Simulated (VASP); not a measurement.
Set up this calculation in VASP 6.6.1, as the native input.

| Quantity | Value |
| --- | --- |
| Task | single point |
| Functional | PBE |
| Potentials or basis | VASP PAW PBE potentials, release 64 (Au, Cu) |
| Cutoff | 520 eV |
| k mesh | 8 × 12 × 12 |
| Occupations | gaussian, width 0.1 eV |
| Spin | no spin polarisation |
| Dipole correction | no |
| Further INCAR settings | ALGO = Fast; EDIFF = 1e-06; NBANDS = 42 |

The structure of CuAu lies in POSCAR:

```
CuAu
1.0
    0.0000000000      0.0000000000     -4.5246390238
   -4.1021272181     -2.4520299748      0.0000000000
    0.0000000000      4.9040599495      0.0000000000
Au Cu
3 3
Direct
    0.7500000000      0.6563436285      0.6839330358
    0.7500000000      0.3436563715      0.0275894073
    0.2500000000      1.0000000000      0.6359003421
    0.7500000000      1.0000000000      0.3333071637
    0.2500000000      0.3250044112      0.3221372312
    0.2500000000      0.6749955888      0.9971328200
```

These files were run (other wordings do the same):

INCAR

```
SYSTEM = CuAu
ALGO     = Fast           ! electronic algorithm
EDIFF    = 1E-6           ! SCF threshold, eV
ENCUT    = 520            ! plane-wave cutoff, eV
GGA      = PE             ! functional
ISIF     = 2              ! what is computed and relaxed
ISMEAR   = 0              ! smearing method
LASPH    = .True.         ! aspherical terms in the spheres
LCHARG   = .False.        ! write CHGCAR
LREAL    = .False.        ! projectors in reciprocal space
LWAVE    = .False.        ! write WAVECAR
NBANDS   = 42             ! bands
NELM     = 60             ! most SCF steps
PREC     = Accurate       ! precision mode
SIGMA    = 0.1            ! smearing width, eV
```

KPOINTS

```
k-points
0
Gamma
  8 12 12
  0 0 0
```

Potentials or basis: VASP PAW PBE potentials, release 64 (Au, Cu).

Command:

```sh
$ cat potpaw_PBE.64/Au/POTCAR potpaw_PBE.64/Cu/POTCAR > POTCAR
$ mpirun -np 1 vasp_std > vasp.out
```

Results of the run:

The pressure is 0.5 GPa and the largest force is 0.009 eV/Å. The band gap on the k mesh is zero (bands 33 and 34 overlap by 4.79 eV).

Caveat: spin-orbit coupling is left out, which moves the levels of the heavy elements.

Run time: 15 min on 1 thread of Intel(R) Xeon(R) Platinum 8259CL CPU @ 2.50GHz (Skylake/Cascade Lake), with other jobs on the host, peak memory 0.69 GiB.
